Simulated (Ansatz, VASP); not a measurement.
Given: the input of a run of VASP 6.6.1 on BeS.

Contents of INCAR:

```
PREC = Accurate
ENCUT = 520
EDIFF = 1E-7
ISMEAR = -1
SIGMA = 0.05
LREAL = F
LASPH = T
NELM = 80
ALGO = Normal
ISIF = 2
LWAVE = F
LCHARG = F
GGA = CA
NBANDS = 11
```

Contents of KPOINTS:

```
regular mesh
0
Gamma
  9 9 9
```

The input POSCAR:

```
BeS
1.0
    0.0000000000      2.4725610944      2.4725610944
    2.4725610944      0.0000000000      2.4725610944
    2.4725610944      2.4725610944      0.0000000000
S Be
1 1
Direct
    0.7500000000      0.7500000000      0.7500000000
    0.0000000000      0.0000000000      0.0000000000
```

Potentials or basis: VASP PAW LDA potentials, release 64 (S, Be).

The run is started by

```console
$ cat potpaw_LDA.64/S/POTCAR potpaw_LDA.64/Be/POTCAR > POTCAR
$ mpirun -np 1 vasp_std > vasp.out
```

Set up the same calculation for Ansatz 0.2.0. Potentials there: all-electron LAPW, scalar-relativistic.

As run (the cutoff follows the program's own potentials):

File input.yaml:

```yaml
crystal:
  lattice:
    - [0.0, 2.4725610944, 2.4725610944]
    - [2.4725610944, 0.0, 2.4725610944]
    - [2.4725610944, 2.4725610944, 0.0]
  atoms:
    - { symbol: S, position: [0.75, 0.75, 0.75] }
    - { symbol: Be, position: [0.0, 0.0, 0.0] }
kpoints:
  mp_grid: { grid: [9, 9, 9] }
scf:
  occupations: { method: fermi_dirac, width: 0.05 }
hamiltonian:
  xc: lda
  pseudopotentials: { kind: all_electron, lapw: { basis_error: 0.001 } }
output:
  forces: true
  stress: true
  eigenvalues: true
```

Potentials or basis: all-electron LAPW, scalar-relativistic.

Command:

```console
$ ansatz run input.yaml --threads 1 --pin off --max-ram 3072MiB --backend cpu --events-out ev --progress --plain --runs-dir out
```

Both were run:

|  | VASP | Ansatz | Ansatz less VASP |
| --- | --- | --- | --- |
| gap on the k mesh at the Fermi level (eV) | 3.11 | 3.11 | -0.006 |
| least direct gap on the mesh (eV) | 5.20 | 5.18 | -0.016 |
| pressure (GPa) | -7.8 | -7.9 | -0.05 |

LDA's correlation is that of Perdew and Zunger in VASP and of Perdew and Wang (1992) in Ansatz. Ansatz ran all-electron here, and VASP with PAW potentials.
